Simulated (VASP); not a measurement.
Runs of VASP 6.6.1 on Fe. The structure is that of space group Im-3m (No. 229), or close to it. The cells are those of the table. 

```tsv
cell	k mesh	gap on the mesh (eV)	pressure (GPa)
a = 2.341 Å, angles 109.5°, 1 atom	55 × 55 × 55	none	18.2
a = 2.437 Å, angles 109.5°, 1 atom	28 × 28 × 28	none	-14.0
a = 2.421 Å, angles 109.5°, 1 atom	28 × 28 × 28	none	(a)
a = 2.357 Å, angles 109.5°, 1 atom	55 × 55 × 55	none	11.2
```

Alike in all rows: task single point; level PBE; potentials or basis VASP PAW PBE potentials, release 64 (Fe); no spin polarisation; cutoff (eV) 520; smearing fermi-dirac 0.0612256 eV.

Fill in the values left out.

(a) -10.0.

Caveats: the run has no spin polarisation, though such a crystal can be magnetic; the cell stands under pressure (at least some runs); the cell stands under tension (at least some runs).

A gap of «none» marks levels without a gap at the run's occupations.
